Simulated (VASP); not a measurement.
# Ni in VASP: further runs

Runs on Ni. Level: LDA. Tasks: single point, relaxation of cell and atoms.

Everything below comes from runs of VASP 6.6.1. Logs are shortened: lines on timing, memory, paths and dates and some standing lists are left out, and cuts for length are marked.

## (1) The cell of the first run

The typed cell holds 2 atoms: a = 2.416 Å, b = 2.416 Å, c = 3.422 Å, α = 90.00°, β = 90.00°, γ = 90.00°.

## (2) Single point, LDA, collinear spin, antiferromagnetic start

Contents of INCAR:

```
SYSTEM = Ni
PREC = Accurate
ENCUT = 520
EDIFF = 1E-6
ISMEAR = -1
SIGMA = 0.05
LREAL = .False.
LASPH = .True.
NELM = 150
ALGO = Normal
ISIF = 2
LWAVE = .False.
LCHARG = .True.
ISPIN = 2
MAGMOM = 0.8 -0.8
LORBIT = 11
LMAXMIX = 4
GGA = CA
LELF = .True.
LVHAR = .True.
NBANDS = 21
```

Contents of KPOINTS:

```
Automatic mesh
0
Gamma
  13 13 9
  0 0 0
```

Contents of POSCAR:

```
Ni
1.0
    2.4164569082      0.0000000000      0.0000000000
    0.0000000000      2.4164569082      0.0000000000
    0.0000000000      0.0000000000      3.4221840689
Ni
2
Direct
    0.0000000000      0.0000000000      0.0000000000
    0.5000000000      0.5000000000      0.5000000000
```

Potentials or basis: VASP PAW LDA potentials, release 64 (Ni).

Started as:

```
$ cat potpaw_LDA.64/Ni/POTCAR > POTCAR
$ mpirun -np 1 vasp_std > vasp.out
```

OUTCAR:

```text
SYSTEM = Ni
   PREC = Accurate
   ENCUT = 520
   EDIFF = 1E-6
   ISMEAR = -1
   LREAL = .False.
   LASPH = .True.
   NELM = 150
   ISIF = 2
   ISPIN = 2
   LORBIT = 11
   GGA = CA

 ion  position               nearest neighbor table
   1  0.000  0.000  0.000-   2 2.42   2 2.42   2 2.42   2 2.42   2 2.42   2 2.42   2 2.42   2 2.42

   2  0.500  0.500  0.500-   1 2.42   1 2.42   1 2.42   1 2.42   1 2.42   1 2.42   1 2.42   1 2.42

  LATTYP: Found a simple tetragonal cell.
 ALAT       =     2.4164569082
 C/A-ratio  =     1.4161990877

  Lattice vectors:

 A1 = (   2.4164569082,   0.0000000000,   0.0000000000)
 A2 = (   0.0000000000,   2.4164569082,   0.0000000000)
 A3 = (   0.0000000000,   0.0000000000,   3.4221840689)

Analysis of symmetry for initial positions (statically):
=====================================================================
 Subroutine PRICEL returns following result:

  LATTYP: Found a body centered tetragonal cell.
 ALAT       =     2.4164569082
 C/A-ratio  =     1.4161990877
[... 12 lines left out ...]
 Subroutine GETGRP returns: Found 16 space group operations
 (whereof 16 operations were pure point group operations)
 out of a pool of 16 trial point group operations.

The static configuration has the point symmetry D_4h.

Analysis of symmetry for dynamics (positions and initial velocities):
=====================================================================
 Subroutine PRICEL returns following result:

  LATTYP: Found a body centered tetragonal cell.
 ALAT       =     2.4164569082
 C/A-ratio  =     1.4161990877
[... 12 lines left out ...]
 Subroutine GETGRP returns: Found 16 space group operations
 (whereof 16 operations were pure point group operations)
 out of a pool of 16 trial point group operations.

The dynamic configuration has the point symmetry D_4h.

Analysis of structural, dynamic, and magnetic symmetry:
=====================================================================
 Subroutine PRICEL returns following result:

  LATTYP: Found a body centered tetragonal cell.
 ALAT       =     2.4164569082
 C/A-ratio  =     1.4161990877
[... 12 lines left out ...]
 Subroutine GETGRP returns: Found 16 space group operations
 (whereof 16 operations were pure point group operations)
 out of a pool of 16 trial point group operations.

The overall configuration has the point symmetry D_4h.

 Subroutine INISYM returns: Found 16 space group operations
 (whereof 16 operations are pure point group operations),
 and found     2 'primitive' translations

----------------------------------------------------------------------------------------

                                     Primitive cell

  volume of cell :       9.9915
[... 112 lines left out ...]
   GGA     = CA    functional components
   LHFCALC =     F    Hartree Fock is set to
   AEXX    =    0.0000 exact exchange contribution
   IVDW    =     0    specifies the selected vdW correction
   LEPSILON=     F    determine dielectric tensor
   LRPA    =     F    only Hartree local field effects (RPA)
 spin polarized calculation
  energy-cutoff  :      520.00
  volume of cell :       19.98
 maximum number of plane-waves:       556
 NGX is ok and might be reduce to    18
   NGX =  9   NGY =  9   NGZ = 13

 number of electron      19.9999982 magnetization       0.0000000

 number of electron      19.9999982 magnetization      -0.0000000

 Free energy of the ion-electron system (eV)
  ---------------------------------------------------
  ext. energy  EPLUGINS =         0.00000000
  ---------------------------------------------------
  free energy    TOTEN  =       -13.11044894 eV

  energy without entropy =      -13.05720522  energy(sigma->0) =      -13.08382708

 E-fermi :  10.1610     XC(G=0): -14.1240

 val. band max:       10.1560620249   @ k =   0.3846   0.0000   0.4444
 cond. band min:      10.1634450543   @ k =   0.3077   0.1538   0.0000
 fundamental gap:      0.0073830295
 Fermi energy:        10.1610153587

 spin component 1

 k-point     1 :       0.0000    0.0000    0.0000
  band No.  band energies     occupation
      1       0.7285      1.00000
      2       5.3289      1.00000
      3       5.9537      1.00000
      4       8.0271      1.00000
      5       8.0395      1.00000
      6       8.0395      1.00000
[... 565 lines left out ...]
     20      36.4241      0.00000
     21      36.8305      0.00000

 [... further k-points ...]

 spin component 2

 k-point     1 :       0.0000    0.0000    0.0000
  band No.  band energies     occupation
      1       0.7285      1.00000
      2       5.3289      1.00000
      3       5.9537      1.00000
      4       8.0271      1.00000
      5       8.0395      1.00000
      6       8.0395      1.00000
[... 565 lines left out ...]
     20      36.4241      0.00000
     21      36.8305      0.00000

 [... further k-points ...]

------------------------ aborting loop because EDIFF is reached ----------------------------------------

  FORCE on cell =-STRESS in cart. coord.  units (eV):
  Direction    XX          YY          ZZ          XY          YZ          ZX
  --------------------------------------------------------------------------------------
  -------------------------------------------------------------------------------------
  Total       -0.0155360     -0.0155360     -0.0129984      0.0000000      0.0000000      0.0000000
  in kB       -1.2456302     -1.2456302     -1.0421713      0.0000000      0.0000000      0.0000000
  external PRESSURE =      -1.1778106 kB  Pullay stress =       0.0000000 kB

 VOLUME and BASIS-vectors are now :
 -----------------------------------------------------------------------------
  energy-cutoff  :      520.00
  volume of cell :       19.98
      direct lattice vectors                 reciprocal lattice vectors
     2.416456908  0.000000000  0.000000000     0.413829022  0.000000000  0.000000000
     0.000000000  2.416456908  0.000000000     0.000000000  0.413829022  0.000000000
     0.000000000  0.000000000  3.422184069     0.000000000  0.000000000  0.292211050

 POSITION                                       TOTAL-FORCE (eV/Angst)
 -----------------------------------------------------------------------------------
      0.00000      0.00000      0.00000        -0.000000     -0.000000      0.000000
      1.20823      1.20823      1.71109         0.000000      0.000000     -0.000000
 -----------------------------------------------------------------------------------
    total drift:                                0.000000     -0.000000     -0.000000

  FREE ENERGIE OF THE ION-ELECTRON SYSTEM (eV)
  ---------------------------------------------------
  free  energy   TOTEN  =       -13.1104489388 eV

  energy  without entropy=      -13.0572052166  energy(sigma->0) =      -13.08382708

 total charge

# of ion       s       p       d       tot
------------------------------------------
    1        0.534   0.573   8.378   9.485
    2        0.534   0.573   8.378   9.485
--------------------------------------------------
tot          1.068   1.145  16.757  18.970

 magnetization (x)

# of ion       s       p       d       tot
------------------------------------------
    1        0.000   0.000   0.001   0.001
    2       -0.000  -0.000  -0.001  -0.001
--------------------------------------------------
tot          0.000   0.000   0.000   0.000
```

Wall time 2.1 min (1 thread of Intel Xeon 8259CL, shared host); peak memory 0.19 GiB.

Results:

| Quantity | Value |
| --- | --- |
| Free energy | -13.1104 eV |
| Pressure | -0.1 GPa |
| Band gap on the k mesh | zero (filled and empty bands overlap) |
| Net moment | 0.00 μB per cell |
| Valence electrons inside the program's atomic spheres | Ni 9.48 |

Levels at points of the mesh, in eV from the Fermi level:
Spin up:
| k point | band 8 | band 9 | band 10 | band 11 | band 12 | band 13 |
| --- | --- | --- | --- | --- | --- | --- |
| (0.00, 0.00, 0.00) | -0.84 | -0.01 | 0.19 | 0.19 | 2.65 | 10.33 |
Spin down:
```csv
k point,band 8,band 9,band 10,band 11,band 12,band 13
"(0.00, 0.00, 0.00)",-0.84,-0.01,0.19,0.19,2.65,10.33
```

## (3) Relaxation of cell and atoms, LDA, collinear spin, antiferromagnetic start

This run uses another cell than the first one, of 10.94 Å³/atom.

Contents of INCAR:

```
SYSTEM = Ni
  ALGO = Normal
  EDIFF = 1E-6
  EDIFFG = -0.01
  ENCUT = 600
  GGA = CA
  IBRION = 2
  ISIF = 3
  ISMEAR = -1
  ISPIN = 2
  LASPH = .TRUE.
  LCHARG = .FALSE.
  LMAXMIX = 4
  LORBIT = 11
  LREAL = .FALSE.
  LWAVE = .FALSE.
  MAGMOM = 0.8 -0.8
  NELM = 150
  NSW = 80
  PREC = Accurate
  SIGMA = 0.05
```

Contents of KPOINTS:

```
k-points
0
G
  13 13 9
  0 0 0
```

Contents of POSCAR:

```
Ni
1.0
    2.4917594441      0.0000000000      0.0000000000
    0.0000000000      2.4917594441      0.0000000000
    0.0000000000      0.0000000000      3.5238800000
Ni
2
Direct
    0.0000000000      0.0000000000      0.0000000000
    0.5000000000      0.5000000000      0.5000000000
```

Potentials or basis: VASP PAW LDA potentials, release 64 (Ni).

Started as:

```
$ cat potpaw_LDA.64/Ni/POTCAR > POTCAR
$ mpirun -np 1 vasp_std > vasp.out
```

It took 4.9 min on 1 thread of Intel Xeon 8259CL, shared host; peak memory 0.19 GiB.

Results (log left out):

| Property | Result |
| --- | --- |
| Free energy | -13.1114 eV |
| Relaxed volume | 9.98 Å³/atom |
| Relaxed cell | a = 2.417 Å, b = 2.417 Å, c = 3.419 Å, α = 90.00°, β = 90.00°, γ = 90.00° |
| Space group after relaxing (to 0.1 Å) | Fm-3m (No. 225) |
| Energy gained by relaxing | 61.0 meV/atom |
| Ionic steps | 4 |
| Pressure after relaxing | 0.0 GPa |
| Band gap on the k mesh | zero (filled and empty bands overlap) |
| Net moment | 0.00 μB per cell |
| Valence electrons inside the program's atomic spheres | Ni 9.49 |

Stress tensor (GPa, compression positive):
```
-0.03  0.00  0.00
 0.00 -0.03  0.00
 0.00  0.00  0.12
```

The path:
```
step  energy change (eV)  largest force (eV/Å)  pressure (GPa)  volume (Å³)
   1              0.0000                0.0000          -18.69        21.88
   2              0.0507                0.0000           32.31        18.08
   3             -0.1219                0.0000           -0.56        20.01
   4             -0.1220                0.0000            0.02        19.97
```

Final structure:
```xyz
2
Lattice="2.4168 0.0000 0.0000 0.0000 2.4168 0.0000 0.0000 0.0000 3.4187" Properties=species:S:1:pos:R:3 pbc="T T T"
Ni    0.0000    0.0000    3.4187
Ni    1.2084    1.2084    1.7093
```

Levels at points of the mesh, in eV from the Fermi level:
Spin up:
| k point | band 8 | band 9 | band 10 | band 11 | band 12 | band 13 |
| --- | --- | --- | --- | --- | --- | --- |
| (0.00, 0.00, 0.00) | -0.84 | -0.01 | 0.19 | 0.19 | 2.67 | 10.35 |
Spin down:
```
           k point  band 7  band 8  band 9  band 10  band 11  band 12  band 13  band 14
(0.00, 0.00, 0.00)   -0.84   -0.84   -0.01     0.19     0.19     2.67    10.35    15.76
```
